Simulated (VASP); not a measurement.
# Ag in VASP: a series of runs

Runs on Ag. Level: PBE. Tasks: single point.

All numbers are computed with VASP 6.6.1; they aren't measurements. Logs are shortened: lines on timing, memory, paths and dates and some standing lists are left out, and cuts for length are marked.

## (1) The cell of the first run

The cell holds a slab with vacuum, 5 atoms: a = 2.930 Å, b = 2.930 Å, c = 26.580 Å, α = 90.00°, β = 90.00°, γ = 120.00°.

## (2) Single point, PBE

Input file INCAR:

```
  PREC = Accurate
  ENCUT = 520
  EDIFF = 1E-6
  ISMEAR = 0
  SIGMA = 0.1
  LREAL = False
  LASPH = True
  NELM = 60
  ALGO = Normal
  ISIF = 2
  LWAVE = False
  LCHARG = False
  LDIPOL = True
  IDIPOL = 3
  DIPOL = 0.5 0.5 0.500
  GGA = PE
  NBANDS = 36
```

Input file KPOINTS:

```
Automatic mesh
0
Gamma
  12 12 1
```

Input file POSCAR:

```
Ag
1.0
    2.9299980798      0.0000000000      0.0000000000
   -1.4649990399      2.5374527702      0.0000000000
    0.0000000000      0.0000000000     26.5800001528
Ag
5
Direct
    0.3333333333      0.6666666667      0.3197893134
    0.6666666667      0.3333333333      0.4098946567
    0.3333333333      0.6666666667      0.4994760395
    0.6666666667      0.3333333333      0.5890619284
    0.3333333333      0.6666666667      0.6797955926
```

Potentials or basis: VASP PAW PBE potentials, release 64 (Ag).

Launch:

```
$ cat potpaw_PBE.64/Ag/POTCAR > POTCAR
$ mpirun -np 1 vasp_std > vasp.out
```

OUTCAR:

```text
PREC = Accurate
   ENCUT = 520
   EDIFF = 1E-6
   ISMEAR = 0
   LREAL = False
   LASPH = True
   NELM = 60
   ISIF = 2
   GGA = PE

 ion  position               nearest neighbor table
   1  0.333  0.667  0.320-   2 2.93   2 2.93   2 2.93
   2  0.667  0.333  0.410-   3 2.92   3 2.92   3 2.92   1 2.93   1 2.93   1 2.93
   3  0.333  0.667  0.499-   2 2.92   2 2.92   2 2.92   4 2.92   4 2.92   4 2.92
   4  0.667  0.333  0.589-   3 2.92   3 2.92   3 2.92   5 2.95   5 2.95   5 2.95
   5  0.333  0.667  0.680-   4 2.95   4 2.95   4 2.95

  LATTYP: Found a hexagonal cell.
 ALAT       =     2.9299980798
 C/A-ratio  =     9.0716783523

  Lattice vectors:

 A1 = (   2.9299980798,   0.0000000000,   0.0000000000)
 A2 = (  -1.4649990399,   2.5374527702,   0.0000000000)
 A3 = (   0.0000000000,   0.0000000000,  26.5800001528)

Analysis of symmetry for initial positions (statically):
=====================================================================
 Subroutine PRICEL returns:
 Original cell was already a primitive cell.

 Routine SETGRP: Setting up the symmetry group for a
 hexagonal supercell.

 Subroutine GETGRP returns: Found  6 space group operations
 (whereof  6 operations were pure point group operations)
 out of a pool of 24 trial point group operations.

The static configuration has the point symmetry C_3v.

Analysis of symmetry for dynamics (positions and initial velocities):
=====================================================================
 Subroutine PRICEL returns:
 Original cell was already a primitive cell.

 Routine SETGRP: Setting up the symmetry group for a
 hexagonal supercell.

 Subroutine GETGRP returns: Found  6 space group operations
 (whereof  6 operations were pure point group operations)
 out of a pool of 24 trial point group operations.

The dynamic configuration has the point symmetry C_3v.

 Subroutine INISYM returns: Found  6 space group operations
 (whereof  6 operations are pure point group operations),
 and found     1 'primitive' translations

----------------------------------------------------------------------------------------

                                     Primitive cell

  volume of cell :     197.6152

  direct lattice vectors                    reciprocal lattice vectors
     2.929998080  0.000000000  0.000000000     0.341297152  0.197048003  0.000000000
    -1.464999040  2.537452770  0.000000000     0.000000000  0.394096005  0.000000000
     0.000000000  0.000000000 26.580000153     0.000000000  0.000000000  0.037622272

  length of vectors
     2.929998080  2.929998080 26.580000153     0.394096005  0.394096005  0.037622272

  position of ions in fractional coordinates (direct lattice)
     0.333333333  0.666666667  0.319789313
     0.666666667  0.333333333  0.409894657
     0.333333333  0.666666667  0.499476040
     0.666666667  0.333333333  0.589061928
     0.333333333  0.666666667  0.679795593

  ion indices of the primitive-cell ions
   primitive index   ion index
                 1           1
                 2           2
                 3           3
                 4           4
                 5           5

----------------------------------------------------------------------------------------

 KPOINTS: Automatic mesh

Automatic generation of k-mesh.
 Grid dimensions read from file:
 generate k-points for:   12   12    1

 Generating k-lattice:

  Cartesian coordinates                     Fractional coordinates (reciprocal lattice)
     0.028441429  0.016420667  0.000000000     0.083333333  0.000000000  0.000000000
     0.000000000  0.032841334  0.000000000     0.000000000  0.083333333  0.000000000
     0.000000000  0.000000000  0.037622272     0.000000000  0.000000000  1.000000000

  Length of vectors
     0.032841334  0.032841334  0.037622272

  Shift w.r.t. Gamma in fractional coordinates (k-lattice)
     0.000000000  0.000000000  0.000000000

 Subroutine IBZKPT returns following result:
 ===========================================

 Found     19 irreducible k-points:

 Following reciprocal coordinates:
            Coordinates               Weight
  0.000000  0.000000  0.000000      1.000000
  0.083333  0.000000  0.000000      6.000000
  0.166667  0.000000  0.000000      6.000000
  0.250000  0.000000  0.000000      6.000000
  0.333333  0.000000  0.000000      6.000000
  0.416667  0.000000  0.000000      6.000000
[... 11 lines left out ...]
  0.333333  0.250000  0.000000     12.000000
  0.333333  0.333333  0.000000      2.000000
   k-points           NKPTS =     19   k-points in BZ     NKDIM =     19   number of bands    NBANDS=     36
   number of dos      NEDOS =    301   number of ions     NIONS =      5
   total plane-waves  NPLWV = 115200
   dimension x,y,z NGX =    24 NGY =   24 NGZ =  200
   dimension x,y,z NGXF=    48 NGYF=   48 NGZF=  400
   ions per type =               5
   NGX,Y,Z   is equivalent  to a cutoff of  13.62, 13.62, 12.51 a.u.
   NGXF,Y,Z  is equivalent  to a cutoff of  27.23, 27.23, 25.02 a.u.
 SYSTEM =  unknown system
   PREC   = accura    normal or accurate (medium, high low for compatibility)
   ISTART =      0    job   : 0-new  1-cont  2-samecut
   ICHARG =      2    charge: 1-file 2-atom 10-const
   ISPIN  =      1    spin polarized calculation?
   LNONCOLLINEAR =      F non collinear calculations
   LSORBIT =      F    spin-orbit coupling
   LASPH  =      T    aspherical Exc in radial PAW
   ENCUT  =  520.0 eV  38.22 Ry    6.18 a.u.   5.45  5.45 49.42*2*pi/ulx,y,z
   NELM   =     60;   NELMIN=  2; NELMDL= -5     # of ELM steps
   EDIFF  = 0.1E-05   stopping-criterion for ELM
   LREAL  =      F    real-space projection
   EDIFFG = 0.1E-04   stopping-criterion for IOM
   NSW    =      0    number of steps for IOM
   IBRION =     -1    ionic relax: 0-MD 1-quasi-New 2-CG
   NFREE  =      0    steps in history (QN), initial steepest desc. (CG)
   ISIF   =      2    stress and relaxation
   ISYM   =      2    0-nonsym 1-usesym 2-fastsym
   POTIM  = 0.5000    time-step for ionic-motion
   TEBEG  =    0.0;   TEEND  =   0.0 temperature during run
   PSTRESS=    0.0 pullay stress
   NELECT =      55.0000    total number of electrons
   NUPDOWN=      -1.0000    fix difference up-down
   EMIN   =  10.00;   EMAX   =-10.00  energy-range for DOS
   EFERMI =   0.00;   METHOD = LEGACY
   ISMEAR =     0;   SIGMA  =   0.10  broadening in eV -4-tet -1-fermi 0-gaus
   EFERMI_NEDOS =   21; number of points for ismear=-14 and -15
   IALGO  =     38    algorithm
   IMIX   =      4    mixing-type and parameters
     AMIX     =   0.40;   BMIX     =  1.00
     AMIX_MAG =   1.60;   BMIX_MAG =  1.00
  volume/ion in A,a.u.               =      39.52       266.71
  Fermi-wavevector in a.u.,A,eV,Ry     =   1.068864  2.019859 15.544241  1.142469
  Thomas-Fermi vector in A             =   2.204525
   LORBIT       =      0    0 simple, 1 ext, 2 COOP (PROOUT), +10 PAW based schemes
   GGA     = PE    functional components
   LHFCALC =     F    Hartree Fock is set to
   AEXX    =    0.0000 exact exchange contribution
   IVDW    =     0    specifies the selected vdW correction
   LEPSILON=     F    determine dielectric tensor
   LRPA    =     F    only Hartree local field effects (RPA)
 non-spin polarized calculation
 Gauss-broadening in eV      SIGMA  =   0.10
  energy-cutoff  :      520.00
  volume of cell :      197.62
 maximum number of plane-waves:      5409
 NGX is ok and might be reduce to    24
   NGX = 11   NGY = 11   NGZ = 99

 dipolmoment           0.000000      0.000000     -0.038386 electrons x Angstroem

 number of electron      55.0000015 magnetization

 dipolmoment           0.000000      0.000000      0.000332 electrons x Angstroem

 Free energy of the ion-electron system (eV)
  ---------------------------------------------------
  ext. energy  EPLUGINS =         0.00000000
  ---------------------------------------------------
  free energy    TOTEN  =       -12.87120565 eV

  energy without entropy =      -12.86311557  energy(sigma->0) =      -12.86716061

 E-fermi :   1.1166     XC(G=0):  -6.0125

 val. band max:        1.0178693437   @ k =   0.2500   0.0833   0.0000
 cond. band min:       1.1971888245   @ k =   0.0833   0.0833   0.0000
 fundamental gap:      0.1793194808
 Fermi energy:         1.1166149534

 k-point     1 :       0.0000    0.0000    0.0000
  band No.  band energies     occupation
      1      -6.0854      2.00000
      2      -5.4602      2.00000
      3      -4.9496      2.00000
      4      -4.7970      2.00000
      5      -4.7837      2.00000
      6      -3.5266      2.00000
[... 28 lines left out ...]
     35       6.9526      0.00000
     36       7.2541      0.00000

 k-point     2 :       0.0833    0.0000    0.0000
  band No.  band energies     occupation
      1      -5.9031      2.00000
      2      -5.2859      2.00000
      3      -4.8362      2.00000
      4      -4.6652      2.00000
      5      -4.6319      2.00000
      6      -3.6070      2.00000
[... 28 lines left out ...]
     35       7.1044      0.00000
     36       7.4054      0.00000

 k-point     3 :       0.1667    0.0000    0.0000
  band No.  band energies     occupation
      1      -5.4076      2.00000
      2      -4.8529      2.00000
      3      -4.5820      2.00000
      4      -4.3751      2.00000
      5      -4.2745      2.00000
      6      -3.7542      2.00000
[... 28 lines left out ...]
     35       7.5678      0.00000
     36       7.8602      0.00000
[... 547 lines left out ...]
 k-point    18 :       0.3333    0.2500    0.0000
  band No.  band energies     occupation
      1      -4.4876      2.00000
      2      -4.3948      2.00000
      3      -4.2192      2.00000
      4      -4.1928      2.00000
      5      -4.0383      2.00000
      6      -4.0042      2.00000
[... 28 lines left out ...]
     35       7.3526      0.00000
     36       7.7643      0.00000

 k-point    19 :       0.3333    0.3333    0.0000
  band No.  band energies     occupation
      1      -4.4414      2.00000
      2      -4.2075      2.00000
      3      -4.1761      2.00000
      4      -4.1134      2.00000
      5      -4.0655      2.00000
      6      -3.8787      2.00000
[... 28 lines left out ...]
     35       7.1291      0.00000
     36       7.7997      0.00000

------------------------ aborting loop because EDIFF is reached ----------------------------------------

 vacuum level on the upper side and lower side of the slab       (xc-potential included)        -0.233        -0.240

  FORCE on cell =-STRESS in cart. coord.  units (eV):
  Direction    XX          YY          ZZ          XY          YZ          ZX
  --------------------------------------------------------------------------------------
  -------------------------------------------------------------------------------------
  Total       -0.7701115     -0.7701115      0.0259053      0.0000000      0.0000000     -0.0000000
  in kB       -6.2437266     -6.2437266      0.2100292      0.0000000      0.0000000     -0.0000000
  external PRESSURE =      -4.0924747 kB  Pullay stress =       0.0000000 kB

 VOLUME and BASIS-vectors are now :
 -----------------------------------------------------------------------------
  energy-cutoff  :      520.00
  volume of cell :      197.62
      direct lattice vectors                 reciprocal lattice vectors
     2.929998080  0.000000000  0.000000000     0.341297152  0.197048003  0.000000000
    -1.464999040  2.537452770  0.000000000     0.000000000  0.394096005  0.000000000
     0.000000000  0.000000000 26.580000153     0.000000000  0.000000000  0.037622272

 POSITION                                       TOTAL-FORCE (eV/Angst)
 -----------------------------------------------------------------------------------
     -0.00000      1.69164      8.50000        -0.000000      0.000000     -0.035852
      1.46500      0.84582     10.89500         0.000000      0.000000      0.039544
     -0.00000      1.69164     13.27607         0.000000      0.000000     -0.000171
      1.46500      0.84582     15.65727        -0.000000      0.000000     -0.001398
     -0.00000      1.69164     18.06897         0.000000     -0.000000     -0.002123
 -----------------------------------------------------------------------------------
    total drift:                                0.000000      0.000000     -0.000498

  FREE ENERGIE OF THE ION-ELECTRON SYSTEM (eV)
  ---------------------------------------------------
  free  energy   TOTEN  =       -12.8712056478 eV

  energy  without entropy=      -12.8631155682  energy(sigma->0) =      -12.86716061

 vacuum level on the upper side and lower side of the slab         5.380         5.372
```

It took 5.7 min on 1 thread of Intel Xeon 8259CL, shared host; peak memory 0.37 GiB.

Results:

```yaml
Free_energy: -12.8712 eV
Largest_force: 0.040 eV/Å
Band_gap_on_the_k_mesh: zero (an odd number of electrons rules out a gap without spin polarisation)
```

Forces in eV/Å, atoms in the order of the input:
```
Ag   0.000  0.000 -0.036
Ag   0.000  0.000  0.040
Ag   0.000  0.000  0.000
Ag   0.000  0.000 -0.001
Ag   0.000  0.000 -0.002
```

## (3) Single point, PBE

Input file INCAR:

```
  PREC = Accurate
  ENCUT = 520
  EDIFF = 1E-7
  ISMEAR = 0
  SIGMA = 0.1
  LREAL = F
  LASPH = T
  NELM = 60
  ALGO = Normal
  ISIF = 2
  LWAVE = F
  LCHARG = T
  LDIPOL = T
  IDIPOL = 3
  DIPOL = 0.5 0.5 0.500
  GGA = PE
  LELF = T
  LVHAR = T
  LVACPOTAV = T
  NBANDS = 36
```

Input file KPOINTS:

```
Automatic mesh
0
Gamma
  21 21 1
```

Input file POSCAR:

```
Ag
1.0
    2.9299980800      0.0000000000      0.0000000000
   -1.4649990400      2.5374527700      0.0000000000
    0.0000000000      0.0000000000     26.5800001528
Ag
5
Direct
    0.3333333334      0.6666666667      0.3197893134
    0.6666666666      0.3333333334      0.4098946567
    0.3333333334      0.6666666667      0.4994760395
    0.6666666666      0.3333333334      0.5890619284
    0.3333333334      0.6666666667      0.6797955926
```

Potentials or basis: VASP PAW PBE potentials, release 64 (Ag).

Launch:

```
$ cat potpaw_PBE.64/Ag/POTCAR > POTCAR
$ mpirun -np 1 vasp_std > vasp.out
```

OUTCAR:

```text
PREC = Accurate
   ENCUT = 520
   EDIFF = 1E-7
   ISMEAR = 0
   LREAL = F
   LASPH = T
   NELM = 60
   ISIF = 2
   GGA = PE

 ion  position               nearest neighbor table
   1  0.333  0.667  0.320-   2 2.93   2 2.93   2 2.93
   2  0.667  0.333  0.410-   3 2.92   3 2.92   3 2.92   1 2.93   1 2.93   1 2.93
   3  0.333  0.667  0.499-   2 2.92   2 2.92   2 2.92   4 2.92   4 2.92   4 2.92
   4  0.667  0.333  0.589-   3 2.92   3 2.92   3 2.92   5 2.95   5 2.95   5 2.95
   5  0.333  0.667  0.680-   4 2.95   4 2.95   4 2.95

  LATTYP: Found a hexagonal cell.
 ALAT       =     2.9299980800
 C/A-ratio  =     9.0716783517

  Lattice vectors:

 A1 = (   2.9299980800,   0.0000000000,   0.0000000000)
 A2 = (  -1.4649990400,   2.5374527700,   0.0000000000)
 A3 = (   0.0000000000,   0.0000000000,  26.5800001528)

Analysis of symmetry for initial positions (statically):
=====================================================================
 Subroutine PRICEL returns:
 Original cell was already a primitive cell.

 Routine SETGRP: Setting up the symmetry group for a
 hexagonal supercell.

 Subroutine GETGRP returns: Found  6 space group operations
 (whereof  6 operations were pure point group operations)
 out of a pool of 24 trial point group operations.

The static configuration has the point symmetry C_3v.

Analysis of symmetry for dynamics (positions and initial velocities):
=====================================================================
 Subroutine PRICEL returns:
 Original cell was already a primitive cell.

 Routine SETGRP: Setting up the symmetry group for a
 hexagonal supercell.

 Subroutine GETGRP returns: Found  6 space group operations
[... 129 lines left out ...]
     AMIX_MAG =   1.60;   BMIX_MAG =  1.00
  volume/ion in A,a.u.               =      39.52       266.71
  Fermi-wavevector in a.u.,A,eV,Ry     =   1.068864  2.019859 15.544241  1.142469
  Thomas-Fermi vector in A             =   2.204525
   LORBIT       =      0    0 simple, 1 ext, 2 COOP (PROOUT), +10 PAW based schemes
   GGA     = PE    functional components
   LHFCALC =     F    Hartree Fock is set to
   AEXX    =    0.0000 exact exchange contribution
   IVDW    =     0    specifies the selected vdW correction
   LEPSILON=     F    determine dielectric tensor
   LRPA    =     F    only Hartree local field effects (RPA)
 non-spin polarized calculation
 Gauss-broadening in eV      SIGMA  =   0.10
  energy-cutoff  :      520.00
  volume of cell :      197.62
 maximum number of plane-waves:      5425
 NGX is ok and might be reduce to    24
   NGX = 11   NGY = 11   NGZ = 99

 dipolmoment           0.000000      0.000000     -0.006685 electrons x Angstroem

 number of electron      55.0000015 magnetization

 dipolmoment           0.000000      0.000000      0.000338 electrons x Angstroem

 Free energy of the ion-electron system (eV)
  ---------------------------------------------------
  ext. energy  EPLUGINS =         0.00000000
  ---------------------------------------------------
  free energy    TOTEN  =       -12.89861490 eV

  energy without entropy =      -12.88927560  energy(sigma->0) =      -12.89394525

 E-fermi :   1.0961     XC(G=0):  -6.0006

 val. band max:        1.0748302077   @ k =   0.4286   0.0476   0.0000
 cond. band min:       1.1143979287   @ k =   0.2857   0.2381   0.0000
 fundamental gap:      0.0395677210
 Fermi energy:         1.0961133361

 k-point     1 :       0.0000    0.0000    0.0000
  band No.  band energies     occupation
      1      -6.1586      2.00000
      2      -5.4606      2.00000
      3      -5.0585      2.00000
      4      -4.7800      2.00000
      5      -4.7600      2.00000
      6      -3.6055      2.00000
[... 925 lines left out ...]
     35       8.4155      0.00000
     36       8.6591      0.00000

 [... further k-points ...]

------------------------ aborting loop because EDIFF is reached ----------------------------------------

  FORCE on cell =-STRESS in cart. coord.  units (eV):
  Direction    XX          YY          ZZ          XY          YZ          ZX
  --------------------------------------------------------------------------------------
  -------------------------------------------------------------------------------------
  Total       -0.9286543     -0.9286543      0.0502691      0.0000000     -0.0000000      0.0000000
  in kB       -7.5291229     -7.5291229      0.4075601      0.0000000     -0.0000000      0.0000000
  external PRESSURE =      -4.8835619 kB  Pullay stress =       0.0000000 kB

 VOLUME and BASIS-vectors are now :
 -----------------------------------------------------------------------------
  energy-cutoff  :      520.00
  volume of cell :      197.62
      direct lattice vectors                 reciprocal lattice vectors
     2.929998080  0.000000000  0.000000000     0.341297152  0.197048003  0.000000000
    -1.464999040  2.537452770  0.000000000     0.000000000  0.394096005  0.000000000
     0.000000000  0.000000000 26.580000153     0.000000000  0.000000000  0.037622272

 POSITION                                       TOTAL-FORCE (eV/Angst)
 -----------------------------------------------------------------------------------
      0.00000      1.69164      8.50000        -0.000000      0.000000      0.009324
      1.46500      0.84582     10.89500        -0.000000      0.000000     -0.058974
      0.00000      1.69164     13.27607         0.000000     -0.000000      0.002349
      1.46500      0.84582     15.65727         0.000000      0.000000      0.097376
      0.00000      1.69164     18.06897        -0.000000      0.000000     -0.050075
 -----------------------------------------------------------------------------------
    total drift:                                0.000000      0.000000     -0.000495

  FREE ENERGIE OF THE ION-ELECTRON SYSTEM (eV)
  ---------------------------------------------------
  free  energy   TOTEN  =       -12.8986149043 eV

  energy  without entropy=      -12.8892756025  energy(sigma->0) =      -12.89394525

 vacuum level on the upper side and lower side of the slab         5.588         5.579
```

It took 12 min on 1 thread of Intel Xeon 8259CL, shared host; peak memory 0.47 GiB.

What came out:

| Property | Result |
| --- | --- |
| Free energy | -12.8986 eV |
| Largest force | 0.097 eV/Å |
| Band gap on the k mesh | zero (an odd number of electrons rules out a gap without spin polarisation) |

Forces in eV/Å, atoms in the order of the input:
```
Ag   0.000  0.000  0.009
Ag   0.000  0.000 -0.059
Ag   0.000  0.000  0.002
Ag   0.000  0.000  0.097
Ag   0.000  0.000 -0.050
```

Levels at points of the mesh, in eV from the Fermi level:
```csv
k point,band 24,band 25,band 26,band 27,band 28,band 29,band 30,band 31,band 32,band 33
"(0.00, 0.00, 0.00)",-3.31,-3.12,-3.12,-3.08,-3.08,-2.67,-0.63,0.27,3.95,4.36
```
